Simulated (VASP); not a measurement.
MnO2, 6 atoms in the cell. It takes space group P4_2/mnm (No. 136, tetragonal). The conventional cell has a = 4.398 Å, b = 4.398 Å, c = 2.873 Å, α = 90.00°, β = 90.00°, γ = 90.00°. Mn (site symmetry mmm) has 6 O at 1.88 to 1.90 Å within 2.5 Å. Within 2.5 Å of O (site symmetry m2m) lie 3 Mn at 1.88 to 1.90 Å and 1 O at 2.42 Å. 

```yaml
Program: VASP 6.6.1
Task: single point
Functional: PBE
Potentials_or_basis: VASP PAW PBE potentials, release 64 (Mn_sv, O)
Cutoff: 600 eV
k_mesh: 6 × 6 × 10
Occupations: fermi-dirac, width 0.05 eV
Spin: no spin polarisation
Dipole_correction: no
Further_INCAR_settings: ALGO = Normal; EDIFF = 1e-06; NBANDS = 36
```

Potentials or basis: VASP PAW PBE potentials, release 64 (Mn_sv, O).

The run is started by

```sh
$ cat potpaw_PBE.64/Mn_sv/POTCAR potpaw_PBE.64/O/POTCAR > POTCAR
$ mpirun -np 1 vasp_std > vasp.out
```

Hardware: 1 thread of Intel(R) Xeon(R) 6975P-C (Granite Rapids), with other jobs on the host.

Task: Estimate the wall time of this run.

Result: Wall time 58 s on 1 thread of Intel(R) Xeon(R) 6975P-C (Granite Rapids) (shared host), peak memory 0.24 GiB. Counts: scf iterations 17, k points 60.
